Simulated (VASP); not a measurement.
# SiNi (Pmmn) in VASP: a series of runs, part 2 of 2

VASP 6.6.1.

## 4. Single point, PBEsol, collinear spin, ferromagnetic start (11.51 Å³/atom)

This run uses another cell than the first one, of 11.51 Å³/atom.

INCAR

```
PREC = Accurate
ENCUT = 520
EDIFF = 1E-6
ISMEAR = -1
SIGMA = 0.05
LREAL = False
LASPH = True
NELM = 150
ALGO = Normal
ISIF = 2
LWAVE = False
LCHARG = True
ISPIN = 2
MAGMOM = 1 1 0 0
LORBIT = 11
LMAXMIX = 4
GGA = PS
LELF = True
LVHAR = True
NBANDS = 26
```

KPOINTS

```
Automatic mesh
0
Gamma
  9 8 6
```

POSCAR

```
SiNi
1.0
    2.9622597754      0.0000000000      0.0000000000
    0.0000000000      3.3020501833      0.0000000000
    0.0000000000      0.0000000000      4.7084241314
Ni Si
2 2
Direct
    0.5000000000      0.5000000000      0.3424955900
    0.0000000000      0.0000000000      0.6575044100
    0.5000000000      0.5000000000      0.8431431600
    0.0000000000      0.0000000000      0.1568568400
```

Potentials or basis: VASP PAW PBE potentials, release 64 (Ni, Si).

Command:

```console
$ cat potpaw_PBE.64/Ni/POTCAR potpaw_PBE.64/Si/POTCAR > POTCAR
$ mpirun -np 1 vasp_std > vasp.out
```

OUTCAR:

```text
PREC = Accurate
   ENCUT = 520
   EDIFF = 1E-6
   ISMEAR = -1
   LREAL = False
   LASPH = True
   NELM = 150
   ISIF = 2
   ISPIN = 2
   LORBIT = 11
   GGA = PS

 ion  position               nearest neighbor table
   1  0.500  0.500  0.342-   3 2.35   3 2.36   4 2.38   4 2.38   4 2.38   4 2.38   2 2.67   2 2.67
                             2 2.67   2 2.67
   2  0.000  0.000  0.658-   4 2.35   4 2.36   3 2.38   3 2.38   3 2.38   3 2.38   1 2.67   1 2.67
                             1 2.67   1 2.67
   3  0.500  0.500  0.843-   1 2.35   1 2.36   2 2.38   2 2.38   2 2.38   2 2.38   4 2.66   4 2.66
                             4 2.66   4 2.66
   4  0.000  0.000  0.157-   2 2.35   2 2.36   1 2.38   1 2.38   1 2.38   1 2.38   3 2.66   3 2.66
                             3 2.66   3 2.66

  LATTYP: Found a simple orthorhombic cell.
 ALAT       =     2.9622597754
 B/A-ratio  =     1.1147064855
 C/A-ratio  =     1.5894703667

  Lattice vectors:

 A1 = (   2.9622597754,   0.0000000000,   0.0000000000)
 A2 = (   0.0000000000,   3.3020501833,   0.0000000000)
 A3 = (   0.0000000000,   0.0000000000,   4.7084241314)

Analysis of symmetry for initial positions (statically):
=====================================================================
 Subroutine PRICEL returns:
 Original cell was already a primitive cell.

 Routine SETGRP: Setting up the symmetry group for a
 simple orthorhombic supercell.

 Subroutine GETGRP returns: Found  8 space group operations
 (whereof  4 operations were pure point group operations)
 out of a pool of  8 trial point group operations.

The static configuration has the point symmetry C_2v.
 The point group associated with its full space group is D_2h.

Analysis of symmetry for dynamics (positions and initial velocities):
=====================================================================
 Subroutine PRICEL returns:
 Original cell was already a primitive cell.

 Routine SETGRP: Setting up the symmetry group for a
 simple orthorhombic supercell.

[... 174 lines left out ...]
 E-fermi :  11.3407     XC(G=0): -12.6200

 val. band max:       11.2888854749   @ k =   0.4444   0.3750   0.5000
 cond. band min:      11.3677673953   @ k =   0.4444   0.5000   0.3333
 fundamental gap:      0.0788819204
 Fermi energy:        11.3406832126

 spin component 1

 k-point     1 :       0.0000    0.0000    0.0000
  band No.  band energies     occupation
      1      -2.6297      1.00000
      2       3.1263      1.00000
      3       4.7621      1.00000
      4       7.1457      1.00000
      5       7.6111      1.00000
      6       8.4028      1.00000
[... 685 lines left out ...]
     25      28.1658      0.00000
     26      28.1658      0.00000

 [... further k-points ...]

 spin component 2

 k-point     1 :       0.0000    0.0000    0.0000
  band No.  band energies     occupation
      1      -2.6297      1.00000
      2       3.1263      1.00000
      3       4.7621      1.00000
      4       7.1457      1.00000
      5       7.6111      1.00000
      6       8.4028      1.00000
[... 685 lines left out ...]
     25      28.1658      0.00000
     26      28.1658      0.00000

 [... further k-points ...]

------------------------ aborting loop because EDIFF is reached ----------------------------------------

  FORCE on cell =-STRESS in cart. coord.  units (eV):
  Direction    XX          YY          ZZ          XY          YZ          ZX
  --------------------------------------------------------------------------------------
  -------------------------------------------------------------------------------------
  Total       -0.7714208     -0.8061302     -1.3177978      0.0000000      0.0000000      0.0000000
  in kB      -26.8361071    -28.0435746    -45.8434148      0.0000000      0.0000000      0.0000000
  external PRESSURE =     -33.5743655 kB  Pullay stress =       0.0000000 kB

 VOLUME and BASIS-vectors are now :
 -----------------------------------------------------------------------------
  energy-cutoff  :      520.00
  volume of cell :       46.06
      direct lattice vectors                 reciprocal lattice vectors
     2.962259775  0.000000000  0.000000000     0.337580116  0.000000000  0.000000000
     0.000000000  3.302050183  0.000000000     0.000000000  0.302842157  0.000000000
     0.000000000  0.000000000  4.708424131     0.000000000  0.000000000  0.212385285

 POSITION                                       TOTAL-FORCE (eV/Angst)
 -----------------------------------------------------------------------------------
      1.48113      1.65103      1.61261         0.000000      0.000000      0.008682
      0.00000      0.00000      3.09581         0.000000      0.000000     -0.008682
      1.48113      1.65103      3.96988         0.000000      0.000000     -0.127864
      0.00000      0.00000      0.73855         0.000000      0.000000      0.127864
 -----------------------------------------------------------------------------------
    total drift:                                0.000000      0.000000     -0.000000

  FREE ENERGIE OF THE ION-ELECTRON SYSTEM (eV)
  ---------------------------------------------------
  free  energy   TOTEN  =       -25.9613955537 eV

  energy  without entropy=      -25.9529233737  energy(sigma->0) =      -25.95715946

 total charge

# of ion       s       p       d       tot
------------------------------------------
    1        0.480   0.608   8.471   9.560
    2        0.480   0.608   8.471   9.560
    3        0.748   0.855   0.000   1.603
    4        0.748   0.855   0.000   1.603
--------------------------------------------------
tot          2.456   2.928  16.943  22.326

 magnetization (x)

# of ion       s       p       d       tot
------------------------------------------
    1       -0.000   0.000  -0.000  -0.000
    2       -0.000   0.000  -0.000  -0.000
    3       -0.000  -0.000   0.000  -0.000
    4       -0.000  -0.000   0.000  -0.000
--------------------------------------------------
tot         -0.000  -0.000  -0.000  -0.000
```

Run time: 98 s. Hardware: 1 thread of Intel Xeon 6975P-C (Granite Rapids), shared host; peak memory 0.29 GiB.

Results:

- Free energy: -25.9614 eV
- Pressure: -3.4 GPa
- Largest force: 0.128 eV/Å
- Band gap on the k mesh: zero (filled and empty bands overlap)
- Net moment: 0.00 μB per cell
- Valence electrons inside the program's atomic spheres: Ni 9.56; Si 1.60

Forces in eV/Å, atoms in the order of the input:
```
Ni   0.000  0.000  0.009
Ni   0.000  0.000 -0.009
Si   0.000  0.000 -0.128
Si   0.000  0.000  0.128
```

Stress tensor (GPa, compression positive):
```
-2.68  0.00  0.00
 0.00 -2.80  0.00
 0.00  0.00 -4.58
```

Levels at points of the mesh, in eV from the Fermi level:
Spin up:
```tsv
k point	band 12	band 13	band 14	band 15	band 16	band 17
(0.00, 0.00, 0.00)	-2.00	-1.98	-1.33	1.24	2.66	5.11
(0.00, 0.50, 0.00)	-2.22	-2.15	-2.15	1.12	1.12	4.93
(0.00, 0.00, 0.50)	-2.05	1.08	1.61	1.98	2.36	2.87
(0.00, 0.50, 0.50)	-2.02	-2.01	-2.01	5.17	5.17	5.34
```
Spin down:
```
           k point  band 12  band 13  band 14  band 15  band 16  band 17
(0.00, 0.00, 0.00)    -2.00    -1.98    -1.33     1.24     2.66     5.11
(0.00, 0.50, 0.00)    -2.22    -2.15    -2.15     1.12     1.12     4.93
(0.00, 0.00, 0.50)    -2.05     1.08     1.61     1.98     2.36     2.87
(0.00, 0.50, 0.50)    -2.02    -2.01    -2.01     5.17     5.17     5.34
```

Caveat: the cell stands under tension; the moments typed at the start vanished in this run; the PAW data sets were made with another functional, which shifts forces and pressure a little.

The gap in the log of VASP goes by the Fermi energy; the results here count the filled bands.